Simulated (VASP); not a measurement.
# SnTe (Fm-3m) in VASP: notebook

SnTe is run at these levels: LDA; tasks: single point, relaxation of volume and atoms at fixed shape.

All numbers are computed with VASP 6.6.1; they aren't measurements. Logs are shortened: lines on timing, memory, paths and dates and some standing lists are left out, and cuts for length are marked.

**1. The cell of the first run**

Symmetry: Fm-3m, No. 225, cubic system. The conventional cell has a = 6.206 Å, b = 6.206 Å, c = 6.206 Å, α = 90.00°, β = 90.00°, γ = 90.00°. Within 4.1 Å of Sn (site symmetry m-3m) lie 6 Te at 3.10 Å. Within 4.1 Å of Te (site symmetry m-3m) lie 6 Sn at 3.10 Å.

**2. Single point, LDA**

File INCAR:

```
PREC = Accurate
ENCUT = 520
EDIFF = 1E-7
ISMEAR = 0
SIGMA = 0.01
LREAL = False
LASPH = True
NELM = 60
ALGO = Normal
ISIF = 2
LWAVE = False
LCHARG = False
NBANDS = 17
```

File KPOINTS:

```
regular mesh
0
Gamma
  4 4 4
```

File POSCAR:

```
SnTe
1.0
    4.3883768216      0.0000000000      0.0000000000
    2.1941884108      3.8004458088      0.0000000000
    2.1941884108      1.2668152696      3.5830946706
Sn Te
1 1
Direct
    0.0000000000      0.0000000000      0.0000000000
    0.5000000000      0.5000000000      0.5000000000
```

Potentials or basis: VASP PAW LDA potentials, release 64 (Sn_d, Te).

Started as:

```console
cat potpaw_LDA.64/Sn_d/POTCAR potpaw_LDA.64/Te/POTCAR > POTCAR
mpirun -np 1 vasp_std > vasp.out
```

OUTCAR:

```text
PREC = Accurate
   ENCUT = 520
   EDIFF = 1E-7
   ISMEAR = 0
   LREAL = False
   LASPH = True
   NELM = 60
   ISIF = 2

 ion  position               nearest neighbor table
   1  0.000  0.000  0.000-   2 3.10   2 3.10   2 3.10   2 3.10   2 3.10   2 3.10
   2  0.500  0.500  0.500-   1 3.10   1 3.10   1 3.10   1 3.10   1 3.10   1 3.10

  LATTYP: Found a face centered cubic cell.
 ALAT       =     6.2061020178

  Lattice vectors:

 A1 = (   4.3883768216,   0.0000000000,   0.0000000000)
 A2 = (   2.1941884108,   3.8004458088,   0.0000000000)
 A3 = (   2.1941884108,   1.2668152696,   3.5830946706)

Analysis of symmetry for initial positions (statically):
=====================================================================
 Subroutine PRICEL returns:
 Original cell was already a primitive cell.

 Routine SETGRP: Setting up the symmetry group for a
 face centered cubic supercell.

 Subroutine GETGRP returns: Found 48 space group operations
 (whereof 48 operations were pure point group operations)
 out of a pool of 48 trial point group operations.

The static configuration has the point symmetry O_h .

Analysis of symmetry for dynamics (positions and initial velocities):
=====================================================================
 Subroutine PRICEL returns:
 Original cell was already a primitive cell.

 Routine SETGRP: Setting up the symmetry group for a
 face centered cubic supercell.

 Subroutine GETGRP returns: Found 48 space group operations
 (whereof 48 operations were pure point group operations)
 out of a pool of 48 trial point group operations.

The dynamic configuration has the point symmetry O_h .

 Subroutine INISYM returns: Found 48 space group operations
 (whereof 48 operations are pure point group operations),
 and found     1 'primitive' translations

----------------------------------------------------------------------------------------

                                     Primitive cell

  volume of cell :      59.7581

  direct lattice vectors                    reciprocal lattice vectors
     4.388376822  0.000000000  0.000000000     0.227874688 -0.131563513 -0.093029452
     2.194188411  3.800445809  0.000000000     0.000000000  0.263127025 -0.093029452
     2.194188411  1.266815270  3.583094671     0.000000000  0.000000000  0.279088356

  length of vectors
     4.388376822  4.388376822  4.388376822     0.279088356  0.279088356  0.279088356

  position of ions in fractional coordinates (direct lattice)
     0.000000000  0.000000000  0.000000000
     0.500000000  0.500000000  0.500000000

  ion indices of the primitive-cell ions
   primitive index   ion index
                 1           1
                 2           2

----------------------------------------------------------------------------------------

 KPOINTS: regular mesh

Automatic generation of k-mesh.
 Grid dimensions read from file:
 generate k-points for:    4    4    4

 Generating k-lattice:

  Cartesian coordinates                     Fractional coordinates (reciprocal lattice)
     0.056968672 -0.032890878 -0.023257363     0.250000000  0.000000000  0.000000000
     0.000000000  0.065781756 -0.023257363     0.000000000  0.250000000  0.000000000
     0.000000000  0.000000000  0.069772089     0.000000000  0.000000000  0.250000000

  Length of vectors
     0.069772089  0.069772089  0.069772089

  Shift w.r.t. Gamma in fractional coordinates (k-lattice)
     0.000000000  0.000000000  0.000000000

 Subroutine IBZKPT returns following result:
 ===========================================

 Found      8 irreducible k-points:

 Following reciprocal coordinates:
            Coordinates               Weight
  0.000000  0.000000  0.000000      1.000000
  0.250000  0.000000  0.000000      8.000000
  0.500000  0.000000  0.000000      4.000000
  0.250000  0.250000  0.000000      6.000000
  0.500000  0.250000  0.000000     24.000000
 -0.250000  0.250000 -0.000000     12.000000
  0.500000  0.500000  0.000000      3.000000
 -0.250000  0.500000  0.250000      6.000000
   k-points           NKPTS =      8   k-points in BZ     NKDIM =      8   number of bands    NBANDS=     17
   number of dos      NEDOS =    301   number of ions     NIONS =      2
   total plane-waves  NPLWV =  46656
   dimension x,y,z NGX =    36 NGY =   36 NGZ =   36
   dimension x,y,z NGXF=    72 NGYF=   72 NGZF=   72
   ions per type =               1   1
   NGX,Y,Z   is equivalent  to a cutoff of  13.64, 13.64, 13.64 a.u.
   NGXF,Y,Z  is equivalent  to a cutoff of  27.28, 27.28, 27.28 a.u.
 SYSTEM =  unknown system
   PREC   = accura    normal or accurate (medium, high low for compatibility)
   ISTART =      0    job   : 0-new  1-cont  2-samecut
   ICHARG =      2    charge: 1-file 2-atom 10-const
   ISPIN  =      1    spin polarized calculation?
   LNONCOLLINEAR =      F non collinear calculations
   LSORBIT =      F    spin-orbit coupling
   LASPH  =      T    aspherical Exc in radial PAW
   ENCUT  =  520.0 eV  38.22 Ry    6.18 a.u.   8.16  8.16  8.16*2*pi/ulx,y,z
   NELM   =     60;   NELMIN=  2; NELMDL= -5     # of ELM steps
   EDIFF  = 0.1E-06   stopping-criterion for ELM
   LREAL  =      F    real-space projection
   EDIFFG = 0.1E-05   stopping-criterion for IOM
   NSW    =      0    number of steps for IOM
   IBRION =     -1    ionic relax: 0-MD 1-quasi-New 2-CG
   NFREE  =      0    steps in history (QN), initial steepest desc. (CG)
   ISIF   =      2    stress and relaxation
   ISYM   =      2    0-nonsym 1-usesym 2-fastsym
   POTIM  = 0.5000    time-step for ionic-motion
   TEBEG  =    0.0;   TEEND  =   0.0 temperature during run
   PSTRESS=    0.0 pullay stress
   NELECT =      20.0000    total number of electrons
   NUPDOWN=      -1.0000    fix difference up-down
   EMIN   =  10.00;   EMAX   =-10.00  energy-range for DOS
   EFERMI =   0.00;   METHOD = LEGACY
   ISMEAR =     0;   SIGMA  =   0.01  broadening in eV -4-tet -1-fermi 0-gaus
   EFERMI_NEDOS =   21; number of points for ismear=-14 and -15
   IALGO  =     38    algorithm
   IMIX   =      4    mixing-type and parameters
     AMIX     =   0.40;   BMIX     =  1.00
     AMIX_MAG =   1.60;   BMIX_MAG =  1.00
  volume/ion in A,a.u.               =      29.88       201.63
  Fermi-wavevector in a.u.,A,eV,Ry     =   1.136630  2.147920 17.577755  1.291929
  Thomas-Fermi vector in A             =   2.273335
   LORBIT       =      0    0 simple, 1 ext, 2 COOP (PROOUT), +10 PAW based schemes
   GGA     = CA    functional components
   LHFCALC =     F    Hartree Fock is set to
   AEXX    =    0.0000 exact exchange contribution
   IVDW    =     0    specifies the selected vdW correction
   LEPSILON=     F    determine dielectric tensor
   LRPA    =     F    only Hartree local field effects (RPA)
 non-spin polarized calculation
 Gauss-broadening in eV      SIGMA  =   0.01
  energy-cutoff  :      520.00
  volume of cell :       59.76
 maximum number of plane-waves:      1639
 NGX is ok and might be reduce to    36
   NGX = 17   NGY = 17   NGZ = 17

 number of electron      19.9999998 magnetization

 Free energy of the ion-electron system (eV)
  ---------------------------------------------------
  ext. energy  EPLUGINS =         0.00000000
  ---------------------------------------------------
  free energy    TOTEN  =        -8.84611811 eV

  energy without entropy =       -8.84611811  energy(sigma->0) =       -8.84611811

 E-fermi :   7.3302     XC(G=0):  -9.9543

 val. band max:        7.2331792320   @ k =   0.5000   0.0000   0.0000
 cond. band min:       7.4780389660   @ k =   0.5000   0.0000   0.0000
 fundamental gap:      0.2448597340
 Fermi energy:         7.3301812660

 k-point     1 :       0.0000    0.0000    0.0000
  band No.  band energies     occupation
      1     -14.5543      2.00000
      2     -14.5543      2.00000
      3     -14.5404      2.00000
      4     -14.5404      2.00000
      5     -14.5404      2.00000
      6      -5.8658      2.00000
      7       2.6900      2.00000
      8       5.0536      2.00000
      9       5.0536      2.00000
     10       5.0536      2.00000
     11      10.6902      0.00000
     12      10.6902      0.00000
     13      10.6902      0.00000
     14      12.0157      0.00000
     15      12.0157      0.00000
     16      12.0157      0.00000
     17      13.9659      0.00000

 k-point     2 :       0.2500    0.0000    0.0000
  band No.  band energies     occupation
      1     -14.5572      2.00000
      2     -14.5572      2.00000
      3     -14.5395      2.00000
      4     -14.5365      2.00000
      5     -14.5365      2.00000
      6      -5.3270      2.00000
      7       0.4840      2.00000
      8       5.1680      2.00000
      9       5.1680      2.00000
     10       6.3658      2.00000
     11       8.8357      0.00000
     12       8.8357      0.00000
     13       8.9418      0.00000
     14      12.3740      0.00000
     15      13.2611      0.00000
     16      13.2611      0.00000
     17      17.2737      0.00000

 k-point     3 :       0.5000    0.0000    0.0000
  band No.  band energies     occupation
      1     -14.5608      2.00000
      2     -14.5608      2.00000
      3     -14.5387      2.00000
      4     -14.5322      2.00000
      5     -14.5322      2.00000
      6      -4.4672      2.00000
      7      -1.3297      2.00000
      8       5.4215      2.00000
      9       5.4215      2.00000
     10       7.2332      2.00000
     11       7.4780      0.00000
     12       7.5735      0.00000
     13       7.5735      0.00000
     14      15.1577      0.00000
     15      16.1846      0.00000
     16      16.1991      0.00000
     17      16.1991      0.00000

 k-point     4 :       0.2500    0.2500    0.0000
  band No.  band energies     occupation
      1     -14.5648      2.00000
      2     -14.5513      2.00000
      3     -14.5429      2.00000
      4     -14.5339      2.00000
      5     -14.5339      2.00000
      6      -5.1549      2.00000
      7       0.8500      2.00000
      8       4.0808      2.00000
      9       4.0808      2.00000
     10       5.1595      2.00000
     11       9.4305      0.00000
     12      10.1635      0.00000
     13      11.2521      0.00000
     14      11.2521      0.00000
     15      14.9465      0.00000
     16      14.9465      0.00000
     17      14.9668      0.00000

 k-point     5 :       0.5000    0.2500    0.0000
  band No.  band energies     occupation
      1     -14.5686      2.00000
      2     -14.5543      2.00000
      3     -14.5403      2.00000
      4     -14.5317      2.00000
      5     -14.5299      2.00000
      6      -4.3239      2.00000
      7      -0.5584      2.00000
      8       2.9488      2.00000
      9       4.0659      2.00000
     10       4.7298      2.00000
     11       9.9812      0.00000
     12       9.9903      0.00000
     13      11.4583      0.00000
     14      11.5752      0.00000
     15      15.9254      0.00000
     16      16.5135      0.00000
     17      17.4722      0.00000

 k-point     6 :      -0.2500    0.2500   -0.0000
  band No.  band energies     occupation
      1     -14.5613      2.00000
      2     -14.5592      2.00000
      3     -14.5368      2.00000
      4     -14.5343      2.00000
      5     -14.5335      2.00000
      6      -4.6005      2.00000
      7      -0.4900      2.00000
      8       2.9737      2.00000
      9       5.1975      2.00000
     10       6.2455      2.00000
     11       8.1828      0.00000
     12       8.5280      0.00000
     13      11.4941      0.00000
     14      13.2801      0.00000
     15      13.6696      0.00000
     16      15.2733      0.00000
     17      16.3479      0.00000

 k-point     7 :       0.5000    0.5000    0.0000
  band No.  band energies     occupation
      1     -14.5773      2.00000
      2     -14.5484      2.00000
      3     -14.5453      2.00000
      4     -14.5269      2.00000
      5     -14.5269      2.00000
      6      -4.1242      2.00000
      7       0.7089      2.00000
      8       1.4125      2.00000
      9       3.3538      2.00000
     10       3.3538      2.00000
     11       9.3159      0.00000
     12      12.3839      0.00000
     13      12.3839      0.00000
     14      13.9490      0.00000
     15      16.4628      0.00000
     16      17.9747      0.00000
     17      18.5031      0.00000

 k-point     8 :      -0.2500    0.5000    0.2500
  band No.  band energies     occupation
      1     -14.5701      2.00000
      2     -14.5547      2.00000
      3     -14.5364      2.00000
      4     -14.5364      2.00000
      5     -14.5269      2.00000
      6      -4.0241      2.00000
      7      -0.2886      2.00000
      8       2.2013      2.00000
      9       2.2013      2.00000
     10       6.4913      2.00000
     11       8.1066      0.00000
     12      11.9166      0.00000
     13      11.9166      0.00000
     14      13.5192      0.00000
     15      13.5192      0.00000
     16      17.9009      0.00000
     17      18.4383      0.00000

------------------------ aborting loop because EDIFF is reached ----------------------------------------

  FORCE on cell =-STRESS in cart. coord.  units (eV):
  Direction    XX          YY          ZZ          XY          YZ          ZX
  --------------------------------------------------------------------------------------
  -------------------------------------------------------------------------------------
  Total        0.0291151      0.0291151      0.0291151      0.0000000     -0.0000000      0.0000000
  in kB        0.7806069      0.7806069      0.7806069      0.0000000     -0.0000000      0.0000000
  external PRESSURE =       0.7806069 kB  Pullay stress =       0.0000000 kB

 VOLUME and BASIS-vectors are now :
 -----------------------------------------------------------------------------
  energy-cutoff  :      520.00
  volume of cell :       59.76
      direct lattice vectors                 reciprocal lattice vectors
     4.388376822  0.000000000  0.000000000     0.227874688 -0.131563513 -0.093029452
     2.194188411  3.800445809  0.000000000     0.000000000  0.263127025 -0.093029452
     2.194188411  1.266815270  3.583094671     0.000000000  0.000000000  0.279088356

 POSITION                                       TOTAL-FORCE (eV/Angst)
 -----------------------------------------------------------------------------------
      0.00000      0.00000      0.00000         0.000000     -0.000000      0.000000
      4.38838      2.53363      1.79155        -0.000000      0.000000      0.000000
 -----------------------------------------------------------------------------------
    total drift:                                0.000000     -0.000000     -0.000000

  FREE ENERGIE OF THE ION-ELECTRON SYSTEM (eV)
  ---------------------------------------------------
  free  energy   TOTEN  =        -8.8461181132 eV

  energy  without entropy=       -8.8461181132  energy(sigma->0) =       -8.84611811
```

It took 6.5 s on 1 thread of Intel Xeon Platinum 8559C (Emerald Rapids), shared host; peak memory 0.16 GiB.

Results:

```yaml
Free_energy: -8.8461 eV
Pressure: 0.1 GPa
Band_gap_on_the_k_mesh: 0.24 eV, direct
```

Caveat: the k points lie up to 0.44 Å⁻¹ apart; spin-orbit coupling is left out, which moves the levels of the heavy elements.

[end of part 1 of 2]
